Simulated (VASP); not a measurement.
# C (Fd-3m) in VASP: further runs, part 2 of 2

VASP 6.6.1.

## (3) Single point, r2SCAN

POSCAR

```
C
1.0
    0.0000000000      1.7623370986      1.7623370986
    1.7623370986      0.0000000000      1.7623370986
    1.7623370986      1.7623370986      0.0000000000
C
2
Direct
    0.0000000000      0.0000000000      0.0000000000
    0.2500000000      0.2500000000      0.2500000000
```

INCAR.step1

```
PREC     = Accurate       # precision mode
ENCUT    = 660            # plane-wave cutoff, eV
ISMEAR   = 0              # smearing method
SIGMA    = 0.01           # smearing width, eV
LREAL    = F              # projectors in reciprocal space
LASPH    = T              # aspherical terms in the spheres
NELM     = 120            # most SCF steps
NBANDS   = 11             # bands
GGA      = PE             # functional
ALGO     = Normal         # electronic algorithm
EDIFF    = 1E-5           # SCF threshold, eV
LWAVE    = T              # write WAVECAR
LCHARG   = F              # write CHGCAR
GGA_COMPAT= F
```

INCAR.step2

```
PREC     = Accurate       # precision mode
ENCUT    = 660            # plane-wave cutoff, eV
EDIFF    = 1E-6           # SCF threshold, eV
ISMEAR   = 0              # smearing method
SIGMA    = 0.01           # smearing width, eV
LREAL    = F              # projectors in reciprocal space
LASPH    = T              # aspherical terms in the spheres
NELM     = 120            # most SCF steps
ALGO     = Normal         # electronic algorithm
ISIF     = 2              # what is computed and relaxed
LWAVE    = F              # write WAVECAR
LCHARG   = T              # write CHGCAR
METAGGA  = R2SCAN         # meta-GGA
LMIXTAU  = T            
LELF     = T              # ELF
LVHAR    = T            
NBANDS   = 11             # bands
ISTART   = 1            
GGA_COMPAT= F
```

KPOINTS

```
Automatic mesh
0
Gamma
  10 10 10
```

Potentials or basis: VASP PAW PBE potentials, release 64 (C).

Run with:

```sh
cat potpaw_PBE.64/C/POTCAR > POTCAR
cp INCAR.step1 INCAR
mpirun -np 1 vasp_std > vasp.out
cp INCAR.step2 INCAR
mpirun -np 1 vasp_std > vasp.out
```

OUTCAR:

```text
PREC = Accurate
   ENCUT = 660
   EDIFF = 1E-6
   ISMEAR = 0
   LREAL = F
   LASPH = T
   NELM = 120
   ISIF = 2
   METAGGA = R2SCAN
   ISTART = 1

 ion  position               nearest neighbor table
   1  0.000  0.000  0.000-   2 1.53   2 1.53   2 1.53   2 1.53
   2  0.250  0.250  0.250-   1 1.53   1 1.53   1 1.53   1 1.53

  LATTYP: Found a face centered cubic cell.
 ALAT       =     3.5246741972

  Lattice vectors:

 A1 = (   0.0000000000,   1.7623370986,   1.7623370986)
 A2 = (   1.7623370986,   0.0000000000,   1.7623370986)
 A3 = (   1.7623370986,   1.7623370986,   0.0000000000)

Analysis of symmetry for initial positions (statically):
=====================================================================
 Subroutine PRICEL returns:
 Original cell was already a primitive cell.

 Routine SETGRP: Setting up the symmetry group for a
 face centered cubic supercell.

 Subroutine GETGRP returns: Found 48 space group operations
 (whereof 24 operations were pure point group operations)
 out of a pool of 48 trial point group operations.

The static configuration has the point symmetry T_d .
 The point group associated with its full space group is O_h .

Analysis of symmetry for dynamics (positions and initial velocities):
=====================================================================
 Subroutine PRICEL returns:
 Original cell was already a primitive cell.

 Routine SETGRP: Setting up the symmetry group for a
 face centered cubic supercell.

 Subroutine GETGRP returns: Found 48 space group operations
 (whereof 24 operations were pure point group operations)
 out of a pool of 48 trial point group operations.

The dynamic configuration has the point symmetry T_d .
 The point group associated with its full space group is O_h .

 Subroutine INISYM returns: Found 48 space group operations
 (whereof 24 operations are pure point group operations),
 and found     1 'primitive' translations

[... 119 lines left out ...]
   METAGGA = R2SCAN    functional components
   LHFCALC =     F    Hartree Fock is set to
   AEXX    =    0.0000 exact exchange contribution
   IVDW    =     0    specifies the selected vdW correction
   LEPSILON=     F    determine dielectric tensor
   LRPA    =     F    only Hartree local field effects (RPA)
 non-spin polarized calculation
 Gauss-broadening in eV      SIGMA  =   0.01
  energy-cutoff  :      660.00
  volume of cell :       10.95
 maximum number of plane-waves:       444
 NGX is ok and might be reduce to    24
   NGX = 11   NGY = 11   NGZ = 11

 number of electron       8.0000000 magnetization

 Free energy of the ion-electron system (eV)
  ---------------------------------------------------
  ext. energy  EPLUGINS =         0.00000000
  ---------------------------------------------------
  free energy    TOTEN  =       -19.65245971 eV

  energy without entropy =      -19.65245971  energy(sigma->0) =      -19.65245971

 E-fermi :  10.3184     XC(G=0): -14.4531

 val. band max:       10.2335276557   @ k =   0.0000   0.0000   0.0000
 cond. band min:      14.6830256884   @ k =   0.4000   0.4000   0.0000
 fundamental gap:      4.4494980328
 Fermi energy:        10.3184404996

 k-point     1 :       0.0000    0.0000    0.0000
  band No.  band energies     occupation
      1     -12.9586      2.00000
      2      10.2335      2.00000
      3      10.2335      2.00000
      4      10.2335      2.00000
      5      16.1678      0.00000
      6      16.1678      0.00000
      7      16.1678      0.00000
      8      24.9141      0.00000
      9      31.1299      0.00000
     10      38.0225      0.00000
     11      38.0225      0.00000
[... 309 lines left out ...]
 k-point    24 :       0.4000    0.3000    0.0000
  band No.  band energies     occupation
      1      -8.0446      2.00000
      2       1.4624      2.00000
      3       3.7019      2.00000
      4       4.3673      2.00000
      5      15.3517      0.00000
      6      18.8072      0.00000
      7      25.5846      0.00000
      8      25.6650      0.00000
      9      33.9114      0.00000
     10      35.1150      0.00000
     11      42.8420      0.00000

 [... further k-points ...]

------------------------ aborting loop because EDIFF is reached ----------------------------------------

  FORCE on cell =-STRESS in cart. coord.  units (eV):
  Direction    XX          YY          ZZ          XY          YZ          ZX
  --------------------------------------------------------------------------------------
  -------------------------------------------------------------------------------------
  Total        0.9947560      0.9947560      0.9947560      0.0000000      0.0000000      0.0000000
  in kB      145.5895561    145.5895561    145.5895561      0.0000000      0.0000000      0.0000000
  external PRESSURE =     145.5895561 kB  Pullay stress =       0.0000000 kB

 VOLUME and BASIS-vectors are now :
 -----------------------------------------------------------------------------
  energy-cutoff  :      660.00
  volume of cell :       10.95
      direct lattice vectors                 reciprocal lattice vectors
     0.000000000  1.762337099  1.762337099    -0.283714166  0.283714166  0.283714166
     1.762337099  0.000000000  1.762337099     0.283714166 -0.283714166  0.283714166
     1.762337099  1.762337099  0.000000000     0.283714166  0.283714166 -0.283714166

 POSITION                                       TOTAL-FORCE (eV/Angst)
 -----------------------------------------------------------------------------------
      0.00000      0.00000      0.00000        -0.000000     -0.000000     -0.000000
      0.88117      0.88117      0.88117         0.000000      0.000000      0.000000
 -----------------------------------------------------------------------------------
    total drift:                               -0.000000      0.000000      0.000000

  FREE ENERGIE OF THE ION-ELECTRON SYSTEM (eV)
  ---------------------------------------------------
  free  energy   TOTEN  =       -19.6524597105 eV

  energy  without entropy=      -19.6524597105  energy(sigma->0) =      -19.65245971
```

OUTCAR.step1:

```text
PREC = Accurate
   ENCUT = 660
   ISMEAR = 0
   LREAL = F
   LASPH = T
[... 559 lines left out ...]
 -----------------------------------------------------------------------------------
      0.00000      0.00000      0.00000         0.000000      0.000000      0.000000
      0.88117      0.88117      0.88117        -0.000000     -0.000000     -0.000000
 -----------------------------------------------------------------------------------
    total drift:                               -0.000000      0.000000      0.000000

  FREE ENERGIE OF THE ION-ELECTRON SYSTEM (eV)
  ---------------------------------------------------
  free  energy   TOTEN  =       -18.1684032076 eV

  energy  without entropy=      -18.1684032076  energy(sigma->0) =      -18.16840321
```

It took 44 s on 1 thread of AMD EPYC 7R13 (Zen 3), shared host; peak memory 0.1 GiB.

What came out:

| Quantity | Value |
| --- | --- |
| Free energy | -19.6525 eV |
| Pressure | 14.6 GPa |
| Band gap on the k mesh | 4.45 eV (least direct gap 5.93 eV) |

Levels at points of the mesh, in eV from the valence-band top:
```
           k point  band 1  band 2  band 3  band 4  band 5  band 6  band 7  band 8  band 9
(0.00, 0.00, 0.00)  -23.19    0.00    0.00    0.00    5.93    5.93    5.93   14.68   20.90
(0.50, 0.00, 0.00)  -17.04  -14.45   -3.07   -3.07    9.03    9.03    9.64   17.04   23.76
(0.50, 0.50, 0.00)  -13.85  -13.85   -6.89   -6.89    5.08    5.08   18.44   18.44   25.32
```

Caveat: the cell stands under pressure; the PAW data sets were made with another functional, which shifts forces and pressure a little. A k mesh can miss the band edges.

## (4) Relaxation of the atoms, r2SCAN (strained cell)

POSCAR is that of step 3.

INCAR.step1

```
SYSTEM = C
ALGO     = Normal         ! electronic algorithm
EDIFF    = 1E-5           ! SCF threshold, eV
EDIFFG   = -0.01          ! ionic threshold
ENCUT    = 580            ! plane-wave cutoff, eV
GGA      = PE             ! functional
GGA_COMPAT= .FALSE.      
IBRION   = 2              ! ionic algorithm
ISMEAR   = 0              ! smearing method
LASPH    = .TRUE.         ! aspherical terms in the spheres
LCHARG   = .FALSE.        ! write CHGCAR
LREAL    = .FALSE.        ! projectors in reciprocal space
LWAVE    = .TRUE.         ! write WAVECAR
NELM     = 120            ! most SCF steps
NELMIN   = 4            
NSW      = 100            ! ionic steps
PREC     = Accurate       ! precision mode
SIGMA    = 0.02           ! smearing width, eV
```

INCAR.step2

```
SYSTEM = C
ALGO     = Normal         ! electronic algorithm
EDIFF    = 1E-7           ! SCF threshold, eV
EDIFFG   = -0.002         ! ionic threshold
ENCUT    = 580            ! plane-wave cutoff, eV
GGA_COMPAT= .FALSE.      
IBRION   = 2              ! ionic algorithm
ISIF     = 2              ! what is computed and relaxed
ISMEAR   = 0              ! smearing method
ISTART   = 1            
LASPH    = .TRUE.         ! aspherical terms in the spheres
LCHARG   = .FALSE.        ! write CHGCAR
LMIXTAU  = .TRUE.       
LREAL    = .FALSE.        ! projectors in reciprocal space
LWAVE    = .FALSE.        ! write WAVECAR
METAGGA  = R2SCAN         ! meta-GGA
NELM     = 120            ! most SCF steps
NELMIN   = 4            
NSW      = 60             ! ionic steps
PREC     = Accurate       ! precision mode
SIGMA    = 0.02           ! smearing width, eV
```

KPOINTS

```
k-points
0
G
  10 10 10
  0 0 0
```

Run with:

```sh
cat potpaw_PBE.64/C/POTCAR > POTCAR
cp INCAR.step1 INCAR
mpirun -np 1 vasp_std > vasp.out
cp INCAR.step2 INCAR
mpirun -np 1 vasp_std > vasp.out
```

Wall time 26 s (1 thread of AMD EPYC 7R13 (Zen 3), shared host); peak memory 0.09 GiB.

Results (log left out):

```yaml
Free_energy: -19.6445 eV
Pressure_after_relaxing: 15.0 GPa
Band_gap_on_the_k_mesh: 4.45 eV (least direct gap 5.93 eV)
```

Final structure:
```
C
1.0
     0.00000    1.76234    1.76234
     1.76234    0.00000    1.76234
     1.76234    1.76234    0.00000
C
2
Cartesian
  0.0000 0.0000 0.0000
  0.8812 0.8812 0.8812
```

Levels at points of the mesh, in eV from the valence-band top:
| k point | band 2 | band 3 | band 4 | band 5 | band 6 | band 7 |
| --- | --- | --- | --- | --- | --- | --- |
| (0.00, 0.00, 0.00) | 0.00 | 0.00 | 0.00 | 5.93 | 5.93 | 5.93 |
| (0.50, 0.00, 0.00) | -14.46 | -3.07 | -3.07 | 9.03 | 9.03 | 9.63 |
| (0.50, 0.50, 0.00) | -13.85 | -6.89 | -6.89 | 5.08 | 5.08 | 18.44 |

Caveat: the cell differs from its parent crystal (strained cell); the relaxation stopped at its first step, so nothing moved; the PAW data sets were made with another functional, which shifts forces and pressure a little. A k mesh can miss the band edges.

## (5) Summary

| task | cell | cutoff (eV) | smearing | gap on the mesh (eV) | pressure (GPa) |
| --- | --- | --- | --- | --- | --- |
| single point | as given | 660 | gaussian 0.02 eV | 4.45 | 14.6 |
| single point | as given | 660 | gaussian 0.01 eV | 4.45 | 14.6 |
| relaxation of the atoms | atoms relaxed | 580 | gaussian 0.02 eV | 4.45 | 15.0 |

Alike in all rows: level r2SCAN; potentials or basis VASP PAW PBE potentials, release 64 (C); no spin polarisation; k mesh 10 × 10 × 10.

Caveats: the PAW data sets were made with another functional, which shifts forces and pressure a little; the cell stands under pressure (at least some runs); the relaxation stopped at its first step, so nothing moved (at least some runs).

Total energies depend on the potentials used, so only differences within one code and one set of settings carry meaning.
